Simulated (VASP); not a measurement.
# HoNbSe3 (P4/mmm) in VASP: notebook

HoNbSe3 is run at these levels: PBE; tasks: single point, relaxation of cell and atoms.

All numbers are computed with VASP 6.6.1; they aren't measurements. Logs are shortened: lines on timing, memory, paths and dates and some standing lists are left out, and cuts for length are marked.

### 1 The cell of the first run

Symmetry: P4/mmm, No. 123, tetragonal system. The conventional cell has a = 4.097 Å, b = 4.097 Å, c = 8.512 Å, α = 90.00°, β = 90.00°, γ = 90.00°. Within 3.8 Å of Ho (site symmetry 4/mmm) lie 4 Nb at 2.90 Å and 8 Se at 3.47 Å. Within 2.5 Å of Nb (site symmetry 4/mmm) lie 2 Se at 1.91 Å. Se (site symmetry 4mm) has 1 Nb at 1.91 Å and 1 Se at 2.35 Å within 2.5 Å. Se (site symmetry 4/mmm) has 2 Se at 2.35 Å within 3.1 Å.

The cell was generated, and may not be a known phase.

### 2 Single point, PBE

The input, INCAR:

```
  ALGO = Normal
  EDIFF = 1E-6
  ENCUT = 500
  GGA = PE
  GGA_COMPAT = F
  ISIF = 2
  ISMEAR = 0
  LASPH = T
  LCHARG = T
  LELF = T
  LMAXMIX = 6
  LREAL = F
  LVHAR = T
  LWAVE = F
  NBANDS = 28
  NELM = 200
  PREC = Accurate
  SIGMA = 0.1
```

The input, KPOINTS:

```
k-points
0
Gamma
  4 4 2
```

The input, POSCAR:

```
HoNbSe3
1.0
    4.0972825700      0.0000000000      0.0000000000
    0.0000000000      4.0972825700      0.0000000000
    0.0000000000      0.0000000000      8.5117680600
Ho Nb Se
1 1 3
Direct
    0.0000000000      0.0000000000      0.0000000000
    0.5000000000      0.5000000000      0.0000000000
    0.5000000000      0.5000000000      0.7756828700
    0.5000000000      0.5000000000      0.2243171300
    0.5000000000      0.5000000000      0.5000000000
```

Potentials or basis: VASP PAW PBE potentials, release 64 (Ho_3, Nb_sv, Se), 4f in core.

The run is started by

```bash
$ cat potpaw_PBE.64/Ho_3/POTCAR potpaw_PBE.64/Nb_sv/POTCAR potpaw_PBE.64/Se/POTCAR > POTCAR
$ mpirun -np 1 vasp_std > vasp.out
```

OUTCAR:

```text
EDIFF = 1E-6
   ENCUT = 500
   GGA = PE
   ISIF = 2
   ISMEAR = 0
   LASPH = T
   LREAL = F
   NELM = 200
   PREC = Accurate

 ion  position               nearest neighbor table
   1  0.000  0.000  0.000-   2 2.90   2 2.90   2 2.90   2 2.90
   2  0.500  0.500  0.000-   3 1.91   4 1.91   1 2.90   1 2.90   1 2.90   1 2.90
   3  0.500  0.500  0.776-   2 1.91   5 2.35
   4  0.500  0.500  0.224-   2 1.91   5 2.35
   5  0.500  0.500  0.500-   3 2.35   4 2.35

  LATTYP: Found a simple tetragonal cell.
 ALAT       =     4.0972825700
 C/A-ratio  =     2.0774178775

  Lattice vectors:

 A1 = (   4.0972825700,   0.0000000000,   0.0000000000)
 A2 = (   0.0000000000,   4.0972825700,   0.0000000000)
 A3 = (   0.0000000000,   0.0000000000,   8.5117680600)

Analysis of symmetry for initial positions (statically):
=====================================================================
 Subroutine PRICEL returns:
 Original cell was already a primitive cell.

 Routine SETGRP: Setting up the symmetry group for a
 simple tetragonal supercell.

 Subroutine GETGRP returns: Found 16 space group operations
 (whereof 16 operations were pure point group operations)
 out of a pool of 16 trial point group operations.

The static configuration has the point symmetry D_4h.

Analysis of symmetry for dynamics (positions and initial velocities):
=====================================================================
 Subroutine PRICEL returns:
 Original cell was already a primitive cell.

 Routine SETGRP: Setting up the symmetry group for a
 simple tetragonal supercell.

 Subroutine GETGRP returns: Found 16 space group operations
 (whereof 16 operations were pure point group operations)
 out of a pool of 16 trial point group operations.

The dynamic configuration has the point symmetry D_4h.

 Subroutine INISYM returns: Found 16 space group operations
 (whereof 16 operations are pure point group operations),
 and found     1 'primitive' translations

----------------------------------------------------------------------------------------

                                     Primitive cell

  volume of cell :     142.8932

  direct lattice vectors                    reciprocal lattice vectors
     4.097282570  0.000000000  0.000000000     0.244064202  0.000000000  0.000000000
     0.000000000  4.097282570  0.000000000     0.000000000  0.244064202  0.000000000
     0.000000000  0.000000000  8.511768060     0.000000000  0.000000000  0.117484404

  length of vectors
     4.097282570  4.097282570  8.511768060     0.244064202  0.244064202  0.117484404

  position of ions in fractional coordinates (direct lattice)
     0.000000000  0.000000000  0.000000000
     0.500000000  0.500000000  0.000000000
     0.500000000  0.500000000  0.775682870
     0.500000000  0.500000000  0.224317130
     0.500000000  0.500000000  0.500000000

  ion indices of the primitive-cell ions
   primitive index   ion index
                 1           1
                 2           2
                 3           3
                 4           4
                 5           5

----------------------------------------------------------------------------------------

 KPOINTS: k-points

Automatic generation of k-mesh.
 Grid dimensions read from file:
 generate k-points for:    4    4    2

 Generating k-lattice:

  Cartesian coordinates                     Fractional coordinates (reciprocal lattice)
     0.061016050  0.000000000  0.000000000     0.250000000  0.000000000  0.000000000
     0.000000000  0.061016050  0.000000000     0.000000000  0.250000000  0.000000000
     0.000000000  0.000000000  0.058742202     0.000000000  0.000000000  0.500000000

  Length of vectors
     0.061016050  0.061016050  0.058742202

  Shift w.r.t. Gamma in fractional coordinates (k-lattice)
     0.000000000  0.000000000  0.000000000

 Subroutine IBZKPT returns following result:
 ===========================================

 Found     12 irreducible k-points:

 Following reciprocal coordinates:
            Coordinates               Weight
  0.000000  0.000000  0.000000      1.000000
  0.250000  0.000000  0.000000      4.000000
  0.500000  0.000000  0.000000      2.000000
  0.250000  0.250000  0.000000      4.000000
  0.500000  0.250000  0.000000      4.000000
  0.500000  0.500000  0.000000      1.000000
  0.000000  0.000000  0.500000      1.000000
  0.250000  0.000000  0.500000      4.000000
  0.500000  0.000000  0.500000      2.000000
  0.250000  0.250000  0.500000      4.000000
  0.500000  0.250000  0.500000      4.000000
  0.500000  0.500000  0.500000      1.000000
   k-points           NKPTS =     12   k-points in BZ     NKDIM =     12   number of bands    NBANDS=     28
   number of dos      NEDOS =    301   number of ions     NIONS =      5
   total plane-waves  NPLWV =  57600
   dimension x,y,z NGX =    30 NGY =   30 NGZ =   64
   dimension x,y,z NGXF=    60 NGYF=   60 NGZF=  128
   ions per type =               1   1   3
   NGX,Y,Z   is equivalent  to a cutoff of  12.17, 12.17, 12.50 a.u.
   NGXF,Y,Z  is equivalent  to a cutoff of  24.34, 24.34, 25.00 a.u.
 SYSTEM =  unknown system
   PREC   = accura    normal or accurate (medium, high low for compatibility)
   ISTART =      0    job   : 0-new  1-cont  2-samecut
   ICHARG =      2    charge: 1-file 2-atom 10-const
   ISPIN  =      1    spin polarized calculation?
   LNONCOLLINEAR =      F non collinear calculations
   LSORBIT =      F    spin-orbit coupling
   LASPH  =      T    aspherical Exc in radial PAW
   ENCUT  =  500.0 eV  36.75 Ry    6.06 a.u.   7.47  7.47 15.52*2*pi/ulx,y,z
   NELM   =    200;   NELMIN=  2; NELMDL= -5     # of ELM steps
   EDIFF  = 0.1E-05   stopping-criterion for ELM
   LREAL  =      F    real-space projection
   EDIFFG = 0.1E-04   stopping-criterion for IOM
   NSW    =      0    number of steps for IOM
   IBRION =     -1    ionic relax: 0-MD 1-quasi-New 2-CG
   NFREE  =      0    steps in history (QN), initial steepest desc. (CG)
   ISIF   =      2    stress and relaxation
   ISYM   =      2    0-nonsym 1-usesym 2-fastsym
   POTIM  = 0.5000    time-step for ionic-motion
   TEBEG  =    0.0;   TEEND  =   0.0 temperature during run
   PSTRESS=    0.0 pullay stress
   NELECT =      40.0000    total number of electrons
   NUPDOWN=      -1.0000    fix difference up-down
   EMIN   =  10.00;   EMAX   =-10.00  energy-range for DOS
   EFERMI =   0.00;   METHOD = LEGACY
   ISMEAR =     0;   SIGMA  =   0.10  broadening in eV -4-tet -1-fermi 0-gaus
   EFERMI_NEDOS =   21; number of points for ismear=-14 and -15
   IALGO  =     38    algorithm
   IMIX   =      4    mixing-type and parameters
     AMIX     =   0.40;   BMIX     =  1.00
     AMIX_MAG =   1.60;   BMIX_MAG =  1.00
  volume/ion in A,a.u.               =      28.58       192.86
  Fermi-wavevector in a.u.,A,eV,Ry     =   1.070921  2.023748 15.604152  1.146873
  Thomas-Fermi vector in A             =   2.206646
   LORBIT       =      0    0 simple, 1 ext, 2 COOP (PROOUT), +10 PAW based schemes
   GGA     = PE    functional components
   LHFCALC =     F    Hartree Fock is set to
   AEXX    =    0.0000 exact exchange contribution
   IVDW    =     0    specifies the selected vdW correction
   LEPSILON=     F    determine dielectric tensor
   LRPA    =     F    only Hartree local field effects (RPA)
 non-spin polarized calculation
 Gauss-broadening in eV      SIGMA  =   0.10
  energy-cutoff  :      500.00
  volume of cell :      142.89
 maximum number of plane-waves:      3671
 NGX is ok and might be reduce to    30
   NGX = 15   NGY = 15   NGZ = 31

 number of electron      40.0000005 magnetization

 Free energy of the ion-electron system (eV)
  ---------------------------------------------------
  ext. energy  EPLUGINS =         0.00000000
  ---------------------------------------------------
  free energy    TOTEN  =       -17.06405212 eV

  energy without entropy =      -17.03882275  energy(sigma->0) =      -17.05143743

 E-fermi :   3.5676     XC(G=0):  -8.7142

 val. band max:        3.4894566626   @ k =   0.0000   0.0000   0.0000
 cond. band min:       3.5714627375   @ k =   0.0000   0.0000   0.5000
 fundamental gap:      0.0820060749
 Fermi energy:         3.5675816868

 k-point     1 :       0.0000    0.0000    0.0000
  band No.  band energies     occupation
      1     -51.0682      2.00000
      2     -29.2458      2.00000
      3     -26.9612      2.00000
      4     -26.9612      2.00000
      5     -21.2928      2.00000
      6     -20.7716      2.00000
[... 20 lines left out ...]
     27       6.9586      0.00000
     28       8.2146      0.00000

 k-point     2 :       0.2500    0.0000    0.0000
  band No.  band energies     occupation
      1     -51.0686      2.00000
      2     -29.2436      2.00000
      3     -26.9571      2.00000
      4     -26.9455      2.00000
      5     -21.2923      2.00000
      6     -20.8466      2.00000
[... 20 lines left out ...]
     27       7.9262      0.00000
     28       8.4812      0.00000

 k-point     3 :       0.5000    0.0000    0.0000
  band No.  band energies     occupation
      1     -51.0691      2.00000
      2     -29.2414      2.00000
      3     -26.9528      2.00000
      4     -26.9296      2.00000
      5     -21.2918      2.00000
      6     -20.9205      2.00000
[... 20 lines left out ...]
     27       6.2065      0.00000
     28       6.4233      0.00000

 k-point     4 :       0.2500    0.2500    0.0000
  band No.  band energies     occupation
      1     -51.0681      2.00000
      2     -29.2418      2.00000
      3     -26.9834      2.00000
      4     -26.9417      2.00000
      5     -21.2897      2.00000
      6     -20.8822      2.00000
[... 206 lines left out ...]
     27       6.6480      0.00000
     28       6.7515      0.00000

 k-point    11 :       0.5000    0.2500    0.5000
  band No.  band energies     occupation
      1     -51.0676      2.00000
      2     -29.2400      2.00000
      3     -26.9798      2.00000
      4     -26.9684      2.00000
      5     -21.2872      2.00000
      6     -20.8614      2.00000
[... 20 lines left out ...]
     27       6.4159      0.00000
     28       6.7591      0.00000

 k-point    12 :       0.5000    0.5000    0.5000
  band No.  band energies     occupation
      1     -51.0661      2.00000
      2     -29.2386      2.00000
      3     -27.0065      2.00000
      4     -27.0065      2.00000
      5     -21.2825      2.00000
      6     -20.8028      2.00000
[... 20 lines left out ...]
     27       6.9371      0.00000
     28       6.9719      0.00000

------------------------ aborting loop because EDIFF is reached ----------------------------------------

  FORCE on cell =-STRESS in cart. coord.  units (eV):
  Direction    XX          YY          ZZ          XY          YZ          ZX
  --------------------------------------------------------------------------------------
  -------------------------------------------------------------------------------------
  Total        3.1052205      3.1052205     78.9268538      0.0000000      0.0000000     -0.0000000
  in kB       34.8170051     34.8170051    884.9602427      0.0000000      0.0000000     -0.0000000
  external PRESSURE =     318.1980843 kB  Pullay stress =       0.0000000 kB

 VOLUME and BASIS-vectors are now :
 -----------------------------------------------------------------------------
  energy-cutoff  :      500.00
  volume of cell :      142.89
      direct lattice vectors                 reciprocal lattice vectors
     4.097282570  0.000000000  0.000000000     0.244064202  0.000000000  0.000000000
     0.000000000  4.097282570  0.000000000     0.000000000  0.244064202  0.000000000
     0.000000000  0.000000000  8.511768060     0.000000000  0.000000000  0.117484404

 POSITION                                       TOTAL-FORCE (eV/Angst)
 -----------------------------------------------------------------------------------
      0.00000      0.00000      0.00000         0.000000      0.000000      0.000000
      2.04864      2.04864      0.00000         0.000000      0.000000      0.000000
      2.04864      2.04864      6.60243         0.000000     -0.000000    -17.124635
      2.04864      2.04864      1.90934         0.000000      0.000000     17.124635
      2.04864      2.04864      4.25588         0.000000      0.000000      0.000000
 -----------------------------------------------------------------------------------
    total drift:                                0.000000      0.000000      0.000000

  FREE ENERGIE OF THE ION-ELECTRON SYSTEM (eV)
  ---------------------------------------------------
  free  energy   TOTEN  =       -17.0640521165 eV

  energy  without entropy=      -17.0388227515  energy(sigma->0) =      -17.05143743
```

Wall time 70 s (1 thread of Intel Xeon Platinum 8488C (Sapphire Rapids), shared host); peak memory 0.24 GiB.

What came out:

| Quantity | Value |
| --- | --- |
| Free energy | -17.0641 eV |
| Pressure | 31.8 GPa |
| Largest force | 17.125 eV/Å |
| Band gap on the k mesh | zero (bands 20 and 21 overlap by 0.72 eV) |

Forces in eV/Å, atoms in the order of the input:
```
Ho    0.000   0.000   0.000
Nb    0.000   0.000   0.000
Se    0.000   0.000 -17.125
Se    0.000   0.000  17.125
Se    0.000   0.000   0.000
```

Stress tensor (GPa, compression positive):
```
 3.48  0.00  0.00
 0.00  3.48  0.00
 0.00  0.00 88.50
```

Levels at points of the mesh, in eV from the Fermi level:
```csv
k point,band 16,band 17,band 18,band 19,band 20,band 21,band 22,band 23,band 24,band 25
"(0.00, 0.00, 0.00)",-3.24,-3.24,-2.99,-1.81,-0.08,-0.08,1.13,2.31,2.31,2.91
"(0.50, 0.00, 0.00)",-3.18,-2.02,-1.43,-0.11,0.40,0.58,1.23,1.24,1.31,2.00
"(0.50, 0.50, 0.00)",-3.66,-1.81,-1.43,-1.33,-1.33,1.23,1.39,1.40,1.40,3.36
"(0.00, 0.00, 0.50)",-2.80,-2.80,-1.81,-1.01,-1.01,0.00,1.14,2.65,2.66,3.26
"(0.50, 0.00, 0.50)",-2.32,-1.69,-0.81,-0.35,0.08,0.40,0.85,2.00,2.13,2.37
"(0.50, 0.50, 0.50)",-2.14,-2.14,-1.80,-1.77,0.58,1.31,1.39,2.74,2.78,2.78
```

Caveat: the k points lie up to 0.38 Å⁻¹ apart, too coarse for converged energies and pressures of a metal; spin-orbit coupling is left out, which moves the levels of the heavy elements; the 4f electrons are frozen in the core, so they carry no moment and show no levels; the run has no spin polarisation, though such a crystal can be magnetic; forces of over 1 eV/Å act on the atoms, so gaps and moduli don't describe the material at rest. With open d or f shells a metallic result of PBE can be an artefact of self-interaction; +U or a hybrid may open a gap.

### 3 Single point, PBE

This run uses another cell than the first one, of 33.87 Å³/atom.

The input, INCAR:

```
SYSTEM = HoNbSe3
PREC = Accurate
ENCUT = 500
EDIFF = 1E-6
ISMEAR = 0
SIGMA = 0.1
LREAL = .False.
LASPH = .True.
NELM = 200
ALGO = Normal
ISIF = 2
LWAVE = .False.
LCHARG = .False.
GGA = PE
NBANDS = 28
GGA_COMPAT = .False.
LMAXMIX = 6
```

The input, KPOINTS:

```
Automatic mesh
0
Gamma
  4 4 2
  0 0 0
```

The input, POSCAR:

```
HoNbSe3
1.0
    4.1691502238      0.0000000000      0.0000000000
    0.0000000000      4.1691502238      0.0000000000
    0.0000000000      0.0000000000      9.7425112854
Ho Nb Se
1 1 3
Direct
    0.0000000000      0.0000000000      0.0000000000
    0.5000000000      0.5000000000      0.0000000000
    0.5000000000      0.5000000000      0.7551025334
    0.5000000000      0.5000000000      0.2448974666
    0.5000000000      0.5000000000      0.5000000000
```

Potentials or basis: VASP PAW PBE potentials, release 64 (Ho_3, Nb_sv, Se), 4f in core.

The run is started by

```bash
$ cat potpaw_PBE.64/Ho_3/POTCAR potpaw_PBE.64/Nb_sv/POTCAR potpaw_PBE.64/Se/POTCAR > POTCAR
$ mpirun -np 1 vasp_std > vasp.out
```

Wall time 83 s (1 thread of Intel Xeon Platinum 8488C (Sapphire Rapids), shared host); peak memory 0.26 GiB.

It converged, with:

| Property | Result |
| --- | --- |
| Free energy | -24.4326 eV |
| Pressure | 0.1 GPa |
| Largest force | 0.048 eV/Å |
| Band gap on the k mesh | zero (bands 20 and 21 overlap by 0.95 eV) |

Forces on the atoms (eV/Å):
```
Ho   0.000  0.000  0.000
Nb   0.000  0.000  0.000
Se   0.000  0.000  0.048
Se   0.000  0.000 -0.048
Se   0.000  0.000  0.000
```

Stress tensor (GPa, compression positive):
```
0.05 0.00 0.00
0.00 0.05 0.00
0.00 0.00 0.15
```

Levels at points of the mesh, in eV from the Fermi level:
| k point | band 17 | band 18 | band 19 | band 20 | band 21 | band 22 | band 23 | band 24 |
| --- | --- | --- | --- | --- | --- | --- | --- | --- |
| (0.00, 0.00, 0.00) | -2.04 | -2.04 | -1.49 | 0.17 | 0.17 | 1.41 | 1.41 | 1.72 |
| (0.50, 0.00, 0.00) | -1.67 | -1.03 | 0.18 | 0.36 | 0.48 | 0.95 | 1.34 | 1.40 |
| (0.50, 0.50, 0.00) | -1.48 | -1.10 | -0.97 | -0.97 | 0.61 | 0.61 | 1.39 | 1.79 |
| (0.00, 0.00, 0.50) | -1.51 | -1.49 | -1.49 | -0.59 | -0.59 | 1.14 | 1.78 | 2.00 |
| (0.50, 0.00, 0.50) | -1.44 | -1.03 | -0.35 | -0.08 | 0.48 | 0.97 | 1.58 | 1.82 |
| (0.50, 0.50, 0.50) | -1.63 | -1.48 | -1.10 | -1.09 | 1.34 | 1.34 | 1.38 | 1.39 |

Caveat: the k points lie up to 0.38 Å⁻¹ apart, too coarse for converged energies and pressures of a metal; spin-orbit coupling is left out, which moves the levels of the heavy elements; the 4f electrons are frozen in the core, so they carry no moment and show no levels; the run has no spin polarisation, though such a crystal can be magnetic. Spin polarisation is off, so any magnetic state and its effect on volume and gap are missing.

[end of part 1 of 2]

The gap in the log of VASP goes by the Fermi energy; the results here count the filled bands.